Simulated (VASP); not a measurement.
Crystal: CO2.

```
C O
1.0
     4.42669    0.00000    0.00000
     0.00000    4.42669    0.00000
     0.00000    0.00000    4.80898
C O
2 4
Direct
  0.50000 0.50000 0.50000
  0.00000 0.00000 0.00000
  0.31325 0.68675 0.50000
  0.68675 0.31325 0.50000
  0.18675 0.18675 0.00000
  0.81325 0.81325 0.00000
```

```yaml
Program: VASP 6.6.1
Task: relaxation of cell and atoms
Functional: PBE
Dispersion: D3(BJ)
Potentials_or_basis: VASP PAW PBE potentials, release 64 (C, O)
Cutoff: 600 eV
k_mesh: 6 × 6 × 6
Occupations: gaussian, width 0.02 eV
Spin: no spin polarisation
```

At the start: pressure 1.2 GPa; volume 15.71 Å³/atom.

Q: Where does the relaxation end?

A: Over 12 steps the energy falls by 2.2 meV/atom and the volume is 14.85 Å³/atom (-5.5 %); space group P4_2/mnm (No. 136, to 0.1 Å) before and after.

Step by step:
```csv
step,energy change (eV),largest force (eV/Å),pressure (GPa),volume (Å³)
1,0.0000,0.6059,1.22,94.23
2,0.2280,3.1795,-8.86,95.87
3,-0.0064,0.0000,-0.36,94.46
4,-0.0064,0.0210,-0.31,94.45
5,-0.0064,0.0319,-0.29,94.45
6,-0.0072,0.0315,-0.27,94.12
7,-0.0091,0.0299,-0.22,93.15
8,-0.0120,0.0310,-0.10,91.24
9,-0.0125,0.0471,0.27,87.48
10,-0.0132,0.0435,0.11,89.10
11,0.0049,0.9473,-2.63,88.94
12,-0.0133,0.0016,-0.01,89.09
```

Final structure:
```yaml
crystal:
  lattice:
    - [4.35791, 0.00000, 0.00000]
    - [0.00000, 4.35791, 0.00000]
    - [0.00000, 0.00000, 4.69102]
  atoms:
    - { symbol: C, position: [0.50000, 0.50000, 0.50000] }
    - { symbol: C, position: [0.00000, 0.00000, 0.00000] }
    - { symbol: O, position: [0.30945, 0.69055, 0.50000] }
    - { symbol: O, position: [0.69055, 0.30945, 0.50000] }
    - { symbol: O, position: [0.19055, 0.19055, 0.00000] }
    - { symbol: O, position: [0.80945, 0.80945, 0.00000] }
```
